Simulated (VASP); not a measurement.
Wanted: the native input for a VASP 6.6.1 run.

| Item | Value |
| --- | --- |
| Task | electric field gradients |
| Functional | PBE |
| Potentials or basis | VASP PAW PBE potentials, release 64 (B, As) |
| Cutoff | 520 eV |
| k mesh | 15 × 15 × 15 |
| Occupations | fermi-dirac, width 0.03 eV |
| Spin | no spin polarisation |
| Dipole correction | no |
| Further INCAR settings | ALGO = Normal; EDIFF = 1e-08; NBANDS = 11 |

The structure of BAs lies in POSCAR:

```
BAs
1.0
    0.0000000000      2.3168450000      2.3885000000
    2.3168450000      0.0000000000      2.3885000000
    2.3168450000      2.3168450000      0.0000000000
B As
1 1
Direct
    0.0000000000      0.0000000000      0.0000000000
    0.7500000000      0.7500000000      0.7500000000
```

This cell differs from its parent crystal: equal xx and yy strain of -3 %.

The input as run:

INCAR

```
SYSTEM = BAs
PREC     = Accurate       ! precision mode
ENCUT    = 520            ! plane-wave cutoff, eV
EDIFF    = 1E-8           ! SCF threshold, eV
ISMEAR   = -1             ! smearing method
SIGMA    = 0.03           ! smearing width, eV
LREAL    = .False.        ! projectors in reciprocal space
LASPH    = .True.         ! aspherical terms in the spheres
NELM     = 80             ! most SCF steps
ALGO     = Normal         ! electronic algorithm
ISIF     = 2              ! what is computed and relaxed
LWAVE    = .False.        ! write WAVECAR
LCHARG   = .False.        ! write CHGCAR
GGA      = PE             ! functional
LEFG     = .True.       
NBANDS   = 11             ! bands
```

KPOINTS

```
Automatic mesh
0
Gamma
  15 15 15
  0 0 0
```

Potentials or basis: VASP PAW PBE potentials, release 64 (B, As).

Launch:

```console
$ cat potpaw_PBE.64/B/POTCAR potpaw_PBE.64/As/POTCAR > POTCAR
$ mpirun -np 1 vasp_std > vasp.out
```

It gave:

```
Pressure               : 13.5 GPa
Band gap on the k mesh : 0.87 eV, indirect (least direct gap 3.19 eV)
```

Caveat: the cell differs from its parent crystal (equal xx and yy strain of -3 %); without QUAD_EFG the Cq values of the log hold for a quadrupole moment of 1 mb, not for the nuclei.

Run time: 76 s on 1 thread of Intel(R) Xeon(R) 6975P-C (Granite Rapids) (shared host), peak memory 0.22 GiB.
